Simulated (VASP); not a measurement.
Al2Cu, 3 atoms in the cell. Symmetry: P4/mmm, No. 123, tetragonal system. Conventional cell: a = 4.084 Å, b = 4.084 Å, c = 2.889 Å, α = 90.00°, β = 90.00°, γ = 90.00°. Within 3.3 Å of Al (site symmetry mmm) lie 4 Cu at 2.50 Å and 6 Al at 2.89 Å. Cu (site symmetry 4/mmm) has 8 Al at 2.50 Å and 2 Cu at 2.89 Å within 3.3 Å.  This cell differs from its parent crystal: strain +0.000 along x and y, +0.015 along z.

* Program: VASP 6.6.1
* Task: single point
* Functional: PBEsol
* Potentials or basis: VASP PAW PBE potentials, release 64 (Al, Cu)
* Cutoff: 520 eV
* k mesh: 12 × 12 × 16
* Occupations: gaussian, width 0.15 eV
* Spin: no spin polarisation
* Dipole correction: no
* Further INCAR settings: ALGO = Fast; EDIFF = 1e-07; NBANDS = 16

Potentials or basis: VASP PAW PBE potentials, release 64 (Al, Cu).

Run with:

```bash
$ cat potpaw_PBE.64/Al/POTCAR potpaw_PBE.64/Cu/POTCAR > POTCAR
$ mpirun -np 1 vasp_std > vasp.out
```

Hardware: 1 thread of Intel(R) Xeon(R) 6975P-C (Granite Rapids), on a shared host.

Task: Estimate the wall time of this run.

Result: Wall time 100 s on 1 thread of Intel(R) Xeon(R) 6975P-C (Granite Rapids) (shared host), peak memory 0.3 GiB. Counts: scf iterations 19, k points 252.
